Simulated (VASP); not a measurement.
Here is a VASP 6.6.1 calculation.

INCAR

```
PREC     = Accurate       # precision mode
ENCUT    = 520            # plane-wave cutoff, eV
EDIFF    = 1E-6           # SCF threshold, eV
ISMEAR   = 0              # smearing method
SIGMA    = 0.15           # smearing width, eV
LREAL    = False          # projectors in reciprocal space
LASPH    = True           # aspherical terms in the spheres
NELM     = 100            # most SCF steps
ALGO     = Normal         # electronic algorithm
ISIF     = 2              # what is computed and relaxed
LWAVE    = False          # write WAVECAR
LCHARG   = False          # write CHGCAR
GGA      = PE             # functional
IVDW     = 12             # dispersion correction
NBANDS   = 14             # bands
```

The input KPOINTS:

```
regular mesh
0
Gamma
  18 18 6
```

POSCAR

```
Al
1.0
    2.6651029599      0.0000000000      0.0000000000
   -1.3325514800      2.3080468670      0.0000000000
    0.0000000000      0.0000000000      9.4811037799
Al
4
Direct
    0.0000000000      0.0000000000      0.0000000000
    0.3333333333      0.6666666667      0.2500000000
    0.0000000000      0.0000000000      0.5000000000
    0.6666666667      0.3333333333      0.7500000000
```

Potentials or basis: VASP PAW PBE potentials, release 64 (Al).

Command:

```console
$ cat potpaw_PBE.64/Al/POTCAR > POTCAR
$ mpirun -np 1 vasp_std > vasp.out
```

(1) Predict the band gap on the k mesh.

(2) What does it give for the pressure?

(3) What does it give for the dispersion energy per atom?

Results:

(1) zero (bands 6 and 7 overlap by 4.47 eV).

(2) 9.8 GPa.

(3) -0.383 eV.

Caveat: the cell stands under pressure.
